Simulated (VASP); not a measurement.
# B (Fd-3m) in VASP: notebook

B is run at these levels: PBE; tasks: single point.

All numbers are computed with VASP 6.6.1; they aren't measurements. Logs are shortened: lines on timing, memory, paths and dates and some standing lists are left out, and cuts for length are marked.

## Step 1: The cell of the first run

Symmetry: Fd-3m, No. 227, cubic system. Conventional cell: a = 3.941 Å, b = 3.941 Å, c = 3.941 Å, α = 90.00°, β = 90.00°, γ = 90.00°. B (site symmetry -43m) has 4 B at 1.71 Å within 2.3 Å.

## Step 2: Single point, PBE (volume scaled by 0.92)

The input, INCAR:

```
PREC     = Accurate       # precision mode
ENCUT    = 520            # plane-wave cutoff, eV
EDIFF    = 1E-6           # SCF threshold, eV
ISMEAR   = -1             # smearing method
SIGMA    = 0.1            # smearing width, eV
LREAL    = False          # projectors in reciprocal space
LASPH    = True           # aspherical terms in the spheres
NELM     = 60             # most SCF steps
ALGO     = Normal         # electronic algorithm
ISIF     = 2              # what is computed and relaxed
LWAVE    = False          # write WAVECAR
LCHARG   = False          # write CHGCAR
GGA      = PE             # functional
NBANDS   = 10             # bands
```

The input, KPOINTS:

```
Automatic mesh
0
Gamma
  22 22 22
```

The input, POSCAR:

```
B
1.0
    0.0000000000      1.9706543252      1.9706543252
    1.9706543252      0.0000000000      1.9706543252
    1.9706543252      1.9706543252      0.0000000000
B
2
Direct
    0.1250000000      0.1250000000      0.1250000000
    0.8750000000      0.8750000000      0.8750000000
```

Potentials or basis: VASP PAW PBE potentials, release 64 (B).

Run with:

```bash
> cat potpaw_PBE.64/B/POTCAR > POTCAR
> mpirun -np 1 vasp_std > vasp.out
```

OUTCAR:

```text
PREC = Accurate
   ENCUT = 520
   EDIFF = 1E-6
   ISMEAR = -1
   LREAL = False
   LASPH = True
   NELM = 60
   ISIF = 2
   GGA = PE

 ion  position               nearest neighbor table
   1  0.125  0.125  0.125-   2 1.71   2 1.71   2 1.71   2 1.71
   2  0.875  0.875  0.875-   1 1.71   1 1.71   1 1.71   1 1.71

  LATTYP: Found a face centered cubic cell.
 ALAT       =     3.9413086504

  Lattice vectors:

 A1 = (   0.0000000000,   1.9706543252,   1.9706543252)
 A2 = (   1.9706543252,   0.0000000000,   1.9706543252)
 A3 = (   1.9706543252,   1.9706543252,   0.0000000000)

Analysis of symmetry for initial positions (statically):
=====================================================================
 Subroutine PRICEL returns:
 Original cell was already a primitive cell.

 Routine SETGRP: Setting up the symmetry group for a
 face centered cubic supercell.

 Subroutine GETGRP returns: Found 48 space group operations
 (whereof 12 operations were pure point group operations)
 out of a pool of 48 trial point group operations.

The static configuration has the point symmetry D_3d.
 The point group associated with its full space group is O_h .

Analysis of symmetry for dynamics (positions and initial velocities):
=====================================================================
 Subroutine PRICEL returns:
 Original cell was already a primitive cell.

 Routine SETGRP: Setting up the symmetry group for a
 face centered cubic supercell.

 Subroutine GETGRP returns: Found 48 space group operations
 (whereof 12 operations were pure point group operations)
 out of a pool of 48 trial point group operations.

The dynamic configuration has the point symmetry D_3d.
 The point group associated with its full space group is O_h .

 Subroutine INISYM returns: Found 48 space group operations
 (whereof 12 operations are pure point group operations),
 and found     1 'primitive' translations

----------------------------------------------------------------------------------------

                                     Primitive cell

  volume of cell :      15.3060

  direct lattice vectors                    reciprocal lattice vectors
     0.000000000  1.970654325  1.970654325    -0.253722834  0.253722834  0.253722834
     1.970654325  0.000000000  1.970654325     0.253722834 -0.253722834  0.253722834
     1.970654325  1.970654325  0.000000000     0.253722834  0.253722834 -0.253722834

  length of vectors
     2.786926073  2.786926073  2.786926073     0.439460839  0.439460839  0.439460839

  position of ions in fractional coordinates (direct lattice)
     0.125000000  0.125000000  0.125000000
     0.875000000  0.875000000  0.875000000

  ion indices of the primitive-cell ions
   primitive index   ion index
                 1           1
                 2           2

----------------------------------------------------------------------------------------

 KPOINTS: Automatic mesh

Automatic generation of k-mesh.
 Grid dimensions read from file:
 generate k-points for:   22   22   22

 Generating k-lattice:

  Cartesian coordinates                     Fractional coordinates (reciprocal lattice)
    -0.011532856  0.011532856  0.011532856     0.045454545  0.000000000  0.000000000
     0.011532856 -0.011532856  0.011532856     0.000000000  0.045454545  0.000000000
     0.011532856  0.011532856 -0.011532856     0.000000000  0.000000000  0.045454545

  Length of vectors
     0.019975493  0.019975493  0.019975493

  Shift w.r.t. Gamma in fractional coordinates (k-lattice)
     0.000000000  0.000000000  0.000000000

 Subroutine IBZKPT returns following result:
 ===========================================

 Found    328 irreducible k-points:

 Following reciprocal coordinates:
            Coordinates               Weight
  0.000000  0.000000  0.000000      1.000000
  0.045455  0.000000  0.000000      8.000000
  0.090909  0.000000  0.000000      8.000000
  0.136364  0.000000  0.000000      8.000000
  0.181818  0.000000  0.000000      8.000000
  0.227273  0.000000  0.000000      8.000000
[... 16 lines left out ...]
  0.500000  0.045455  0.000000     24.000000
 -0.454545  0.045455  0.000000     24.000000
 [... further k-points ...]
   k-points           NKPTS =    328   k-points in BZ     NKDIM =    328   number of bands    NBANDS=     10
   number of dos      NEDOS =    301   number of ions     NIONS =      2
   total plane-waves  NPLWV =  13824
   dimension x,y,z NGX =    24 NGY =   24 NGZ =   24
   dimension x,y,z NGXF=    48 NGYF=   48 NGZF=   48
   ions per type =               2
   NGX,Y,Z   is equivalent  to a cutoff of  14.32, 14.32, 14.32 a.u.
   NGXF,Y,Z  is equivalent  to a cutoff of  28.63, 28.63, 28.63 a.u.
 SYSTEM =  unknown system
   PREC   = accura    normal or accurate (medium, high low for compatibility)
   ISTART =      0    job   : 0-new  1-cont  2-samecut
   ICHARG =      2    charge: 1-file 2-atom 10-const
   ISPIN  =      1    spin polarized calculation?
   LNONCOLLINEAR =      F non collinear calculations
   LSORBIT =      F    spin-orbit coupling
   LASPH  =      T    aspherical Exc in radial PAW
   ENCUT  =  520.0 eV  38.22 Ry    6.18 a.u.   5.18  5.18  5.18*2*pi/ulx,y,z
   NELM   =     60;   NELMIN=  2; NELMDL= -5     # of ELM steps
   EDIFF  = 0.1E-05   stopping-criterion for ELM
   LREAL  =      F    real-space projection
   EDIFFG = 0.1E-04   stopping-criterion for IOM
   NSW    =      0    number of steps for IOM
   IBRION =     -1    ionic relax: 0-MD 1-quasi-New 2-CG
   NFREE  =      0    steps in history (QN), initial steepest desc. (CG)
   ISIF   =      2    stress and relaxation
   ISYM   =      2    0-nonsym 1-usesym 2-fastsym
   POTIM  = 0.5000    time-step for ionic-motion
   TEBEG  =    0.0;   TEEND  =   0.0 temperature during run
   PSTRESS=    0.0 pullay stress
   NELECT =       6.0000    total number of electrons
   NUPDOWN=      -1.0000    fix difference up-down
   EMIN   =  10.00;   EMAX   =-10.00  energy-range for DOS
   EFERMI =   0.00;   METHOD = LEGACY
   ISMEAR =    -1;   SIGMA  =   0.10  broadening in eV -4-tet -1-fermi 0-gaus
   EFERMI_NEDOS =   21; number of points for ismear=-14 and -15
   IALGO  =     38    algorithm
   IMIX   =      4    mixing-type and parameters
     AMIX     =   0.40;   BMIX     =  1.00
     AMIX_MAG =   1.60;   BMIX_MAG =  1.00
  volume/ion in A,a.u.               =       7.65        51.64
  Fermi-wavevector in a.u.,A,eV,Ry     =   1.198132  2.264142 19.531451  1.435521
  Thomas-Fermi vector in A             =   2.334029
   LORBIT       =      0    0 simple, 1 ext, 2 COOP (PROOUT), +10 PAW based schemes
   GGA     = PE    functional components
[... 5 lines left out ...]
 non-spin polarized calculation
  energy-cutoff  :      520.00
  volume of cell :       15.31
 maximum number of plane-waves:       428
 NGX is ok and might be reduce to    24
   NGX = 11   NGY = 11   NGZ = 11

 number of electron       6.0000000 magnetization

 Free energy of the ion-electron system (eV)
  ---------------------------------------------------
  ext. energy  EPLUGINS =         0.00000000
  ---------------------------------------------------
  free energy    TOTEN  =       -11.46319571 eV

  energy without entropy =      -11.43681460  energy(sigma->0) =      -11.45000516

 E-fermi :   4.4105     XC(G=0): -11.5368

 val. band max:        4.4086487724   @ k =   0.4545   0.2273   0.0000
 cond. band min:       4.4127959896   @ k =   0.4091   0.2273   0.0000
 fundamental gap:      0.0041472173
 Fermi energy:         4.4105104832

 k-point     1 :       0.0000    0.0000    0.0000
  band No.  band energies     occupation
      1      -9.0783      2.00000
      2       8.7279      0.00000
      3       8.7279      0.00000
      4       8.7279      0.00000
      5      13.0206      0.00000
      6      13.0206      0.00000
      7      13.0206      0.00000
      8      22.6435      0.00000
      9      24.3538      0.00000
     10      28.3729      0.00000

 k-point     2 :       0.0455    0.0000    0.0000
  band No.  band energies     occupation
      1      -9.0312      2.00000
      2       8.3522      0.00000
      3       8.6272      0.00000
      4       8.6272      0.00000
      5      13.1520      0.00000
      6      13.1520      0.00000
      7      13.2953      0.00000
      8      22.6020      0.00000
      9      24.4379      0.00000
     10      27.4596      0.00000

 k-point     3 :       0.0909    0.0000    0.0000
  band No.  band energies     occupation
      1      -8.8898      2.00000
      2       7.4379      0.00000
      3       8.3645      0.00000
      4       8.3645      0.00000
      5      13.4981      0.00000
      6      13.4981      0.00000
      7      13.9135      0.00000
      8      22.4843      0.00000
      9      24.6680      0.00000
     10      26.4248      0.00000

 k-point     4 :       0.1364    0.0000    0.0000
  band No.  band energies     occupation
      1      -8.6546      2.00000
      2       6.2690      0.00000
      3       8.0164      0.00000
      4       8.0164      0.00000
      5      13.9555      0.00000
      6      13.9555      0.00000
      7      14.6088      0.00000
      8      22.3056      0.00000
      9      24.9879      0.00000
     10      25.6262      0.00000

 k-point     5 :       0.1818    0.0000    0.0000
  band No.  band energies     occupation
      1      -8.3259      2.00000
      2       4.9937      0.00585
      3       7.6457      0.00000
      4       7.6457      0.00000
      5      14.4198      0.00000
      6      14.4198      0.00000
      7      15.2620      0.00000
      8      22.0842      0.00000
      9      25.1290      0.00000
     10      25.1409      0.00000

 k-point     6 :       0.2273    0.0000    0.0000
  band No.  band energies     occupation
      1      -7.9044      2.00000
      2       3.6831      1.99861
      3       7.2912      0.00000
      4       7.2912      0.00000
      5      14.8060      0.00000
      6      14.8060      0.00000
      7      15.8354      0.00000
      8      21.8407      0.00000
      9      24.9841      0.00000
     10      24.9841      0.00000
[... 183 lines left out ...]
 k-point    21 :       0.4091    0.0455    0.0000
  band No.  band energies     occupation
      1      -5.5499      2.00000
      2      -0.8723      2.00000
      3       6.1320      0.00000
      4       6.3749      0.00000
      5      14.9399      0.00000
      6      15.5390      0.00000
      7      17.3138      0.00000
      8      21.0778      0.00000
      9      26.0619      0.00000
     10      27.3229      0.00000

 k-point    22 :       0.4545    0.0455    0.0000
  band No.  band energies     occupation
      1      -4.7306      2.00000
      2      -1.9778      2.00000
      3       6.0900      0.00000
      4       6.1886      0.00000
      5      14.9732      0.00000
      6      15.4310      0.00000
      7      17.4802      0.00000
      8      21.0528      0.00000
      9      26.5093      0.00000
     10      28.1597      0.00000

 k-point    23 :       0.5000    0.0455    0.0000
  band No.  band energies     occupation
      1      -3.9254      2.00000
      2      -2.9139      2.00000
      3       6.0606      0.00000
      4       6.1137      0.00000
      5      15.0261      0.00000
      6      15.3307      0.00000
      7      17.5559      0.00000
      8      21.0441      0.00000
      9      26.7371      0.00000
     10      29.0053      0.00000

 k-point    24 :      -0.4545    0.0455    0.0000
  band No.  band energies     occupation
      1      -4.1710      2.00000
      2      -2.6421      2.00000
      3       5.9937      0.00000
      4       6.2011      0.00000
      5      15.1127      0.00000
      6      15.2539      0.00000
      7      17.5383      0.00000
      8      21.0590      0.00000
      9      26.7500      0.00000
     10      28.5091      0.00000

 [... further k-points ...]

------------------------ aborting loop because EDIFF is reached ----------------------------------------

  FORCE on cell =-STRESS in cart. coord.  units (eV):
  Direction    XX          YY          ZZ          XY          YZ          ZX
  --------------------------------------------------------------------------------------
  -------------------------------------------------------------------------------------
  Total        1.6290292      1.6290292      1.6290292      0.0000000      0.0000000      0.0000000
  in kB      170.5210915    170.5210915    170.5210915      0.0000000      0.0000000      0.0000000
  external PRESSURE =     170.5210915 kB  Pullay stress =       0.0000000 kB

 VOLUME and BASIS-vectors are now :
 -----------------------------------------------------------------------------
  energy-cutoff  :      520.00
  volume of cell :       15.31
      direct lattice vectors                 reciprocal lattice vectors
     0.000000000  1.970654325  1.970654325    -0.253722834  0.253722834  0.253722834
     1.970654325  0.000000000  1.970654325     0.253722834 -0.253722834  0.253722834
     1.970654325  1.970654325  0.000000000     0.253722834  0.253722834 -0.253722834

 POSITION                                       TOTAL-FORCE (eV/Angst)
 -----------------------------------------------------------------------------------
      0.49266      0.49266      0.49266         0.000000      0.000000      0.000000
      3.44865      3.44865      3.44865        -0.000000     -0.000000     -0.000000
 -----------------------------------------------------------------------------------
    total drift:                                0.000000      0.000000      0.000000

  FREE ENERGIE OF THE ION-ELECTRON SYSTEM (eV)
  ---------------------------------------------------
  free  energy   TOTEN  =       -11.4631957105 eV

  energy  without entropy=      -11.4368146008  energy(sigma->0) =      -11.45000516
```

Run time: 26 s. Hardware: 1 thread of Intel Xeon Platinum 8259CL at 2.50GHz (Skylake/Cascade Lake), shared host; peak memory 0.16 GiB.

Results:

```
Free energy            : -11.4632 eV
Pressure               : 17.1 GPa
Band gap on the k mesh : zero (band 3 reaches 8.73 eV, above the bottom of band 4 at 1.00 eV)
```

## Step 3: Single point, PBE (volume scaled by 0.96)

The input, INCAR:

```
SYSTEM = B
  PREC = Accurate
  ENCUT = 520
  EDIFF = 1E-6
  ISMEAR = -1
  SIGMA = 0.1
  LREAL = .FALSE.
  LASPH = .TRUE.
  NELM = 80
  ALGO = Normal
  ISIF = 2
  LWAVE = .FALSE.
  LCHARG = .FALSE.
  GGA = PE
  NBANDS = 10
```

The input, KPOINTS:

```
regular mesh
0
G
  22 22 22
  0 0 0
```

The input, POSCAR:

```
B
1.0
    0.0000000000      1.9988103339      1.9988103339
    1.9988103339      0.0000000000      1.9988103339
    1.9988103339      1.9988103339      0.0000000000
B
2
Direct
    0.1250000000      0.1250000000      0.1250000000
    0.8750000000      0.8750000000      0.8750000000
```

Potentials or basis: VASP PAW PBE potentials, release 64 (B).

Run with:

```bash
> cat potpaw_PBE.64/B/POTCAR > POTCAR
> mpirun -np 1 vasp_std > vasp.out
```

Run time: 27 s. Hardware: 1 thread of Intel Xeon Platinum 8259CL at 2.50GHz (Skylake/Cascade Lake), shared host; peak memory 0.16 GiB.

Results (log left out):

- Free energy: -11.5145 eV
- Pressure: 7.7 GPa
- Band gap on the k mesh: zero (band 3 reaches 8.24 eV, above the bottom of band 4 at 0.82 eV)

Levels at points of the mesh, in eV from the Fermi level:
```tsv
k point	band 1	band 2	band 3	band 4	band 5	band 6	band 7	band 8
(0.00, 0.00, 0.00)	-13.17	4.17	4.17	4.17	8.38	8.38	8.38	17.35
(0.50, 0.00, 0.00)	-8.14	-7.24	1.75	1.75	10.47	10.47	12.43	16.14
(0.50, 0.50, 0.00)	-6.07	-6.07	-1.35	-1.35	7.38	7.38	18.82	18.82
```

(Part 1 of 2 ends here.)
